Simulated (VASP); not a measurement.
Write the native input for VASP 6.6.1 that does the following.

| Quantity | Value |
| --- | --- |
| Task | relaxation of cell and atoms |
| Functional | PBE |
| Potentials or basis | VASP PAW PBE potentials, release 64 (B, W_sv) |
| Cutoff | 600 eV |
| k mesh | 4 × 4 × 4 |
| Occupations | gaussian, width 0.1 eV |
| Spin | no spin polarisation |
| Dipole correction | no |
| Further INCAR settings | ALGO = Normal; EDIFF = 1e-06; IBRION = 2; EDIFFG = -0.04; NSW = 90; ISIF = 3 |

The structure of BW5 lies in POSCAR:

```
BW5
1.0
    0.0000000000      3.5384214100      3.5384214100
    3.5384214100      0.0000000000      3.5384214100
    3.5384214100      3.5384214100      0.0000000000
B W
1 5
Direct
    0.0000000000      0.0000000000      0.0000000000
    0.2500000000      0.2500000000      0.2500000000
    0.6237722100      0.1286833600      0.6237722100
    0.6237722100      0.6237722100      0.1286833600
    0.6237722100      0.6237722100      0.6237722100
    0.1286833600      0.6237722100      0.6237722100
```

These files were run (other wordings do the same):

INCAR

```
SYSTEM = BW5
PREC     = Accurate       ! precision mode
ENCUT    = 600            ! plane-wave cutoff, eV
EDIFF    = 1E-6           ! SCF threshold, eV
ISMEAR   = 0              ! smearing method
SIGMA    = 0.1            ! smearing width, eV
LREAL    = .FALSE.        ! projectors in reciprocal space
LASPH    = .TRUE.         ! aspherical terms in the spheres
NELM     = 100            ! most SCF steps
ALGO     = Normal         ! electronic algorithm
ISIF     = 3              ! what is computed and relaxed
LWAVE    = .FALSE.        ! write WAVECAR
LCHARG   = .FALSE.        ! write CHGCAR
GGA      = PE             ! functional
IBRION   = 2              ! ionic algorithm
NSW      = 90             ! ionic steps
EDIFFG   = -0.04          ! ionic threshold
```

KPOINTS

```
regular mesh
0
G
  4 4 4
  0 0 0
```

Potentials or basis: VASP PAW PBE potentials, release 64 (B, W_sv).

The run is started by

```bash
$ cat potpaw_PBE.64/B/POTCAR potpaw_PBE.64/W_sv/POTCAR > POTCAR
$ mpirun -np 1 vasp_std > vasp.out
```

It gave:

```json
{
 "Relaxed volume": "16.39 Å³/atom",
 "Relaxed cell": "a = 5.181 Å, b = 5.181 Å, c = 5.181 Å, α = 60.00°, β = 60.00°, γ = 60.00°",
 "Space group after relaxing (to 0.05 Å)": "F-43m (No. 216)",
 "Energy gained by relaxing": "155.3 meV/atom",
 "Ionic steps": "10",
 "Pressure after relaxing": "0.0 GPa",
 "Largest force after relaxing": "0.007 eV/Å"
}
```

Caveat: the k points lie up to 0.37 Å⁻¹ apart in the final cell.

Wall time 5.7 min on 1 thread of Intel(R) Xeon(R) Platinum 8259CL CPU @ 2.50GHz (Skylake/Cascade Lake), on a shared host, peak memory 0.26 GiB.
